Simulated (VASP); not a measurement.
Write the native input for VASP 6.6.1 that does the following.

```
Task                   : single point
Functional             : PBE
Potentials or basis    : VASP PAW PBE potentials, release 64 (Hf_pv, C)
Cutoff                 : 520 eV
k mesh                 : 4 × 5 × 1
Occupations            : gaussian, width 0.1 eV
Spin                   : no spin polarisation
Dipole correction      : yes
Further INCAR settings : ALGO = Normal; EDIFF = 1e-06; NBANDS = 52
```

The structure of Hf8C lies in POSCAR:

```
Hf8C
1.0
    6.4096340743      0.0000000000      0.0000000000
    0.0000000000      5.0676933206      0.0000000000
    0.0000000000      0.0000000000     18.9500687204
Hf C
8 1
Direct
    0.0000000000      0.7500000000      0.2110810287
    0.5000000000      0.7500000000      0.2110810287
    0.2500000000      0.2500000000      0.2599014843
    0.7500000000      0.2500000000      0.2599014843
    0.2500000000      0.7500000000      0.3455348617
    0.7500000000      0.7500000000      0.3455348617
    0.0000000000      0.2500000000      0.3931420424
    0.5000000000      0.2500000000      0.3931420424
    0.0625000000      0.3750000000      0.4870283226
```

These files were run (other wordings do the same):

INCAR

```
SYSTEM = Hf8C
  PREC = Accurate
  ENCUT = 520
  EDIFF = 1E-6
  ISMEAR = 0
  SIGMA = 0.1
  LREAL = .False.
  LASPH = .True.
  NELM = 100
  ALGO = Normal
  ISIF = 2
  LWAVE = .False.
  LCHARG = .False.
  LDIPOL = .True.
  IDIPOL = 3
  DIPOL = 0.5 0.5 0.323
  GGA = PE
  NBANDS = 52
```

KPOINTS

```
Automatic mesh
0
Gamma
  4 5 1
  0 0 0
```

Potentials or basis: VASP PAW PBE potentials, release 64 (Hf_pv, C).

Run with:

```bash
$ cat potpaw_PBE.64/Hf_pv/POTCAR potpaw_PBE.64/C/POTCAR > POTCAR
$ mpirun -np 1 vasp_std > vasp.out
```

Results of the run:

| Item | Value |
| --- | --- |
| Largest force | 1.311 eV/Å |
| Band gap on the k mesh | zero (bands 42 and 43 overlap by 0.16 eV) |

Caveat: spin-orbit coupling is left out, which moves the levels of the heavy elements.

Run time: 8.4 min on 1 thread of AMD EPYC 9R45 96-Core Processor (Zen 5), on a shared host, peak memory 0.7 GiB.
